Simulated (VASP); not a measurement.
# Cs (Fm-3m) in VASP: relaxation of cell and atoms with PBEsol

Aim: the relaxation of cell and atoms of Cs with PBEsol.

All numbers are computed with VASP 6.6.1; they aren't measurements. Logs are shortened: lines on timing, memory, paths and dates and some standing lists are left out, and cuts for length are marked.

### Step 1. The cell of the first run

The structure is cubic, space group Fm-3m (No. 225). Conventional cell: a = 7.616 Å, b = 7.616 Å, c = 7.616 Å, α = 90.00°, β = 90.00°, γ = 90.00°.

This isn't the form of Cs at room conditions, which is bcc.

### Step 2. Relaxation of cell and atoms, PBEsol

INCAR

```
SYSTEM = Cs
PREC = Accurate
ENCUT = 600
EDIFF = 1E-6
ISMEAR = -1
SIGMA = 0.05
LREAL = .FALSE.
LASPH = .TRUE.
NELM = 100
ALGO = Normal
ISIF = 3
LWAVE = .FALSE.
LCHARG = .FALSE.
GGA = PS
IBRION = 2
NSW = 60
EDIFFG = -0.005
```

KPOINTS

```
Automatic mesh
0
G
  9 9 9
  0 0 0
```

POSCAR

```
Cs
1.0
    0.0000000000      3.8081082638      3.8081082638
    3.8081082638      0.0000000000      3.8081082638
    3.8081082638      3.8081082638      0.0000000000
Cs
1
Direct
    0.0000000000      0.0000000000      0.0000000000
```

Potentials or basis: VASP PAW PBE potentials, release 64 (Cs_sv).

The run is started by

```bash
$ cat potpaw_PBE.64/Cs_sv/POTCAR > POTCAR
$ mpirun -np 1 vasp_std > vasp.out
```

OUTCAR:

```text
SYSTEM = Cs
   PREC = Accurate
   ENCUT = 600
   EDIFF = 1E-6
   ISMEAR = -1
   LREAL = .FALSE.
   LASPH = .TRUE.
   NELM = 100
   ISIF = 3
   GGA = PS
   IBRION = 2
   NSW = 60
   EDIFFG = -0.005

 ion  position               nearest neighbor table
   1  0.000  0.000  0.000-

  LATTYP: Found a face centered cubic cell.
 ALAT       =     7.6162165276

  Lattice vectors:

 A1 = (   0.0000000000,   3.8081082638,   3.8081082638)
 A2 = (   3.8081082638,   0.0000000000,   3.8081082638)
 A3 = (   3.8081082638,   3.8081082638,   0.0000000000)

Analysis of symmetry for initial positions (statically):
=====================================================================
 Subroutine PRICEL returns:
 Original cell was already a primitive cell.

 Routine SETGRP: Setting up the symmetry group for a
 face centered cubic supercell.

 Subroutine GETGRP returns: Found 48 space group operations
 (whereof 48 operations were pure point group operations)
 out of a pool of 48 trial point group operations.

The static configuration has the point symmetry O_h .

Analysis of symmetry for dynamics (positions and initial velocities):
=====================================================================
 Subroutine PRICEL returns:
 Original cell was already a primitive cell.

 Routine SETGRP: Setting up the symmetry group for a
 face centered cubic supercell.

 Subroutine GETGRP returns: Found 48 space group operations
 (whereof 48 operations were pure point group operations)
 out of a pool of 48 trial point group operations.

The dynamic configuration has the point symmetry O_h .

 Subroutine INISYM returns: Found 48 space group operations
 (whereof 48 operations are pure point group operations),
 and found     1 'primitive' translations

----------------------------------------------------------------------------------------

                                     Primitive cell

  volume of cell :     110.4480

  direct lattice vectors                    reciprocal lattice vectors
     0.000000000  3.808108264  3.808108264    -0.131298788  0.131298788  0.131298788
     3.808108264  0.000000000  3.808108264     0.131298788 -0.131298788  0.131298788
     3.808108264  3.808108264  0.000000000     0.131298788  0.131298788 -0.131298788

  length of vectors
     5.385478354  5.385478354  5.385478354     0.227416172  0.227416172  0.227416172

  position of ions in fractional coordinates (direct lattice)
     0.000000000  0.000000000  0.000000000

  ion indices of the primitive-cell ions
   primitive index   ion index
                 1           1

----------------------------------------------------------------------------------------

 KPOINTS: Automatic mesh

Automatic generation of k-mesh.
 Grid dimensions read from file:
 generate k-points for:    9    9    9

 Generating k-lattice:

  Cartesian coordinates                     Fractional coordinates (reciprocal lattice)
    -0.014588754  0.014588754  0.014588754     0.111111111  0.000000000  0.000000000
     0.014588754 -0.014588754  0.014588754     0.000000000  0.111111111  0.000000000
     0.014588754  0.014588754 -0.014588754     0.000000000  0.000000000  0.111111111

  Length of vectors
     0.025268464  0.025268464  0.025268464

  Shift w.r.t. Gamma in fractional coordinates (k-lattice)
     0.000000000  0.000000000  0.000000000

 Subroutine IBZKPT returns following result:
 ===========================================

 Found     35 irreducible k-points:

 Following reciprocal coordinates:
            Coordinates               Weight
  0.000000  0.000000  0.000000      1.000000
  0.111111  0.000000  0.000000      8.000000
  0.222222  0.000000  0.000000      8.000000
  0.333333  0.000000  0.000000      8.000000
  0.444444  0.000000  0.000000      8.000000
  0.111111  0.111111  0.000000      6.000000
[... 16 lines left out ...]
 -0.333333  0.333333  0.000000     12.000000
  0.444444  0.444444  0.000000      6.000000
 [... further k-points ...]
   k-points           NKPTS =     35   k-points in BZ     NKDIM =     35   number of bands    NBANDS=      8
   number of dos      NEDOS =    301   number of ions     NIONS =      1
   total plane-waves  NPLWV = 110592
   dimension x,y,z NGX =    48 NGY =   48 NGZ =   48
   dimension x,y,z NGXF=    96 NGYF=   96 NGZF=   96
   ions per type =               1
   NGX,Y,Z   is equivalent  to a cutoff of  14.82, 14.82, 14.82 a.u.
   NGXF,Y,Z  is equivalent  to a cutoff of  29.63, 29.63, 29.63 a.u.
 SYSTEM =  Cs
   PREC   = accura    normal or accurate (medium, high low for compatibility)
   ISTART =      0    job   : 0-new  1-cont  2-samecut
   ICHARG =      2    charge: 1-file 2-atom 10-const
   ISPIN  =      1    spin polarized calculation?
   LNONCOLLINEAR =      F non collinear calculations
   LSORBIT =      F    spin-orbit coupling
   LASPH  =      T    aspherical Exc in radial PAW
   ENCUT  =  600.0 eV  44.10 Ry    6.64 a.u.  10.76 10.76 10.76*2*pi/ulx,y,z
   NELM   =    100;   NELMIN=  2; NELMDL= -5     # of ELM steps
   EDIFF  = 0.1E-05   stopping-criterion for ELM
   LREAL  =      F    real-space projection
   EDIFFG = -.5E-02   stopping-criterion for IOM
   NSW    =     60    number of steps for IOM
   IBRION =      2    ionic relax: 0-MD 1-quasi-New 2-CG
   NFREE  =      1    steps in history (QN), initial steepest desc. (CG)
   ISIF   =      3    stress and relaxation
   ISYM   =      2    0-nonsym 1-usesym 2-fastsym
   POTIM  = 0.5000    time-step for ionic-motion
   TEBEG  =    0.0;   TEEND  =   0.0 temperature during run
   PSTRESS=    0.0 pullay stress
   NELECT =       9.0000    total number of electrons
   NUPDOWN=      -1.0000    fix difference up-down
   EMIN   =  10.00;   EMAX   =-10.00  energy-range for DOS
   EFERMI =   0.00;   METHOD = LEGACY
   ISMEAR =    -1;   SIGMA  =   0.05  broadening in eV -4-tet -1-fermi 0-gaus
   EFERMI_NEDOS =   21; number of points for ismear=-14 and -15
   IALGO  =     38    algorithm
   IMIX   =      4    mixing-type and parameters
     AMIX     =   0.40;   BMIX     =  1.00
     AMIX_MAG =   1.60;   BMIX_MAG =  1.00
  volume/ion in A,a.u.               =     110.45       745.34
  Fermi-wavevector in a.u.,A,eV,Ry     =   0.709746  1.341226  6.853793  0.503740
  Thomas-Fermi vector in A             =   1.796410
   LORBIT       =      0    0 simple, 1 ext, 2 COOP (PROOUT), +10 PAW based schemes
   GGA     = PS    functional components
   LHFCALC =     F    Hartree Fock is set to
   AEXX    =    0.0000 exact exchange contribution
   IVDW    =     0    specifies the selected vdW correction
   LEPSILON=     F    determine dielectric tensor
   LRPA    =     F    only Hartree local field effects (RPA)
 conjugate gradient relaxation of ions
 non-spin polarized calculation
  energy-cutoff  :      600.00
  volume of cell :      110.45
 maximum number of plane-waves:      3710
 NGX is ok and might be reduce to    48
   NGX = 21   NGY = 21   NGZ = 21

--------------------------------------- Ionic step        1  -------------------------------------------

 number of electron       9.0000000 magnetization

 Free energy of the ion-electron system (eV)
  ---------------------------------------------------
  ext. energy  EPLUGINS =         0.00000000
  ---------------------------------------------------
  free energy    TOTEN  =        -0.94913803 eV

  energy without entropy =       -0.93959733  energy(sigma->0) =       -0.94436768

------------------------ aborting loop because EDIFF is reached ----------------------------------------

  FORCE on cell =-STRESS in cart. coord.  units (eV):
  Direction    XX          YY          ZZ          XY          YZ          ZX
  --------------------------------------------------------------------------------------
  -------------------------------------------------------------------------------------
  Total       -0.0260857     -0.0260857     -0.0260857     -0.0000000     -0.0000000     -0.0000000
  in kB       -0.3784041     -0.3784041     -0.3784041     -0.0000000     -0.0000000     -0.0000000
  external PRESSURE =      -0.3784041 kB  Pullay stress =       0.0000000 kB

 VOLUME and BASIS-vectors are now :
 -----------------------------------------------------------------------------
  energy-cutoff  :      600.00
  volume of cell :      110.45
      direct lattice vectors                 reciprocal lattice vectors
     0.000000000  3.808108264  3.808108264    -0.131298788  0.131298788  0.131298788
     3.808108264  0.000000000  3.808108264     0.131298788 -0.131298788  0.131298788
     3.808108264  3.808108264  0.000000000     0.131298788  0.131298788 -0.131298788
[... 71 lines left out ...]
 POSITION                                       TOTAL-FORCE (eV/Angst)
 -----------------------------------------------------------------------------------
      0.00000      0.00000      0.00000        -0.000000      0.000000     -0.000000
 -----------------------------------------------------------------------------------
    total drift:                               -0.000000      0.000000      0.000000

  FREE ENERGIE OF THE ION-ELECTRON SYSTEM (eV)
  ---------------------------------------------------
  free  energy   TOTEN  =        -0.9493810244 eV

  energy  without entropy=       -0.9399187708  energy(sigma->0) =       -0.94464990

--------------------------------------- Ionic step        4  -------------------------------------------

 number of electron       9.0000001 magnetization

 Free energy of the ion-electron system (eV)
  ---------------------------------------------------
  ext. energy  EPLUGINS =         0.00000000
  ---------------------------------------------------
  free energy    TOTEN  =        -0.94939154 eV

  energy without entropy =       -0.93995154  energy(sigma->0) =       -0.94467154

 E-fermi :   0.5488     XC(G=0):  -5.6341

 val. band max:        0.5458285061   @ k =   0.4444   0.3333   0.0000
 cond. band min:       0.5865813209   @ k =  -0.4444   0.1111   0.0000
 fundamental gap:      0.0407528147
 Fermi energy:         0.5487731920

 k-point     1 :       0.0000    0.0000    0.0000
  band No.  band energies     occupation
      1     -23.2852      2.00000
      2      -9.9961      2.00000
      3      -9.9961      2.00000
      4      -9.9961      2.00000
      5      -1.2239      2.00000
      6       3.0117      0.00000
      7       3.0117      0.00000
      8       3.0117      0.00000

 k-point     2 :       0.1111    0.0000    0.0000
  band No.  band energies     occupation
      1     -23.2843      2.00000
      2     -10.0166      2.00000
      3      -9.9988      2.00000
      4      -9.9988      2.00000
      5      -1.0870      2.00000
      6       2.7620      0.00000
      7       3.0733      0.00000
      8       3.0733      0.00000
[... 221 lines left out ...]
 k-point    23 :      -0.3333    0.3333    0.0000
  band No.  band energies     occupation
      1     -23.2751      2.00000
      2     -10.1095      2.00000
      3     -10.1083      2.00000
      4     -10.0361      2.00000
      5       1.1558      0.00001
      6       1.4319      0.00000
      7       1.8556      0.00000
      8       3.4904      0.00000

 k-point    24 :       0.4444    0.4444    0.0000
  band No.  band energies     occupation
      1     -23.2747      2.00000
      2     -10.1496      2.00000
      3     -10.0551      2.00000
      4     -10.0551      2.00000
      5       0.6803      0.13447
      6       1.5600      0.00000
      7       2.0537      0.00000
      8       4.4873      0.00000

 [... further k-points ...]

------------------------ aborting loop because EDIFF is reached ----------------------------------------

  FORCE on cell =-STRESS in cart. coord.  units (eV):
  Direction    XX          YY          ZZ          XY          YZ          ZX
  --------------------------------------------------------------------------------------
  -------------------------------------------------------------------------------------
  Total        0.0003387      0.0003387      0.0003387     -0.0000000     -0.0000000      0.0000000
  in kB        0.0050103      0.0050103      0.0050103     -0.0000000     -0.0000000      0.0000000
  external PRESSURE =       0.0050103 kB  Pullay stress =       0.0000000 kB

 VOLUME and BASIS-vectors are now :
 -----------------------------------------------------------------------------
  energy-cutoff  :      600.00
  volume of cell :      108.32
      direct lattice vectors                 reciprocal lattice vectors
    -0.000000000  3.783517939  3.783517939    -0.132152142  0.132152142  0.132152142
     3.783517939 -0.000000000  3.783517939     0.132152142 -0.132152142  0.132152142
     3.783517939  3.783517939 -0.000000000     0.132152142  0.132152142 -0.132152142

 POSITION                                       TOTAL-FORCE (eV/Angst)
 -----------------------------------------------------------------------------------
      0.00000      0.00000      0.00000        -0.000000      0.000000     -0.000000
 -----------------------------------------------------------------------------------
    total drift:                                0.000000      0.000000      0.000000

  FREE ENERGIE OF THE ION-ELECTRON SYSTEM (eV)
  ---------------------------------------------------
  free  energy   TOTEN  =        -0.9493915356 eV

  energy  without entropy=       -0.9399515398  energy(sigma->0) =       -0.94467154

 reached required accuracy - stopping structural energy minimisation
```

Wall time 56 s (1 thread of Intel Xeon 6975P-C (Granite Rapids), shared host); peak memory 0.33 GiB.

What came out:

```
Free energy                           : -0.9494 eV
Relaxed volume                        : 108.32 Å³/atom
Relaxed cell                          : a = 5.351 Å, b = 5.351 Å, c = 5.351 Å, α = 60.00°, β = 60.00°, γ = 60.00°
Space group after relaxing (to 0.1 Å) : Fm-3m (No. 225)
Energy gained by relaxing             : 0.3 meV/atom
Ionic steps                           : 4
Pressure after relaxing               : 0.0 GPa
Band gap on the k mesh                : zero (an odd number of electrons rules out a gap without spin polarisation)
```

Step by step:
| step | energy change (eV) | largest force (eV/Å) | pressure (GPa) | volume (Å³) |
| --- | --- | --- | --- | --- |
| 1 | 0.0000 | 0.0000 | -0.04 | 110.45 |
| 2 | -0.0001 | 0.0000 | -0.03 | 110.03 |
| 3 | -0.0002 | 0.0000 | -0.01 | 108.79 |
| 4 | -0.0003 | 0.0000 | 0.00 | 108.32 |

Final structure:
```
Cs
1.0
     0.00000    3.78352    3.78352
     3.78352    0.00000    3.78352
     3.78352    3.78352    0.00000
Cs
1
Direct
  0.00000 0.00000 0.00000
```

Caveat: the PAW data sets were made with another functional, which shifts forces and pressure a little; spin-orbit coupling is left out, which moves the levels of the heavy elements.

The gap in the log of VASP goes by the Fermi energy; the results here count the filled bands.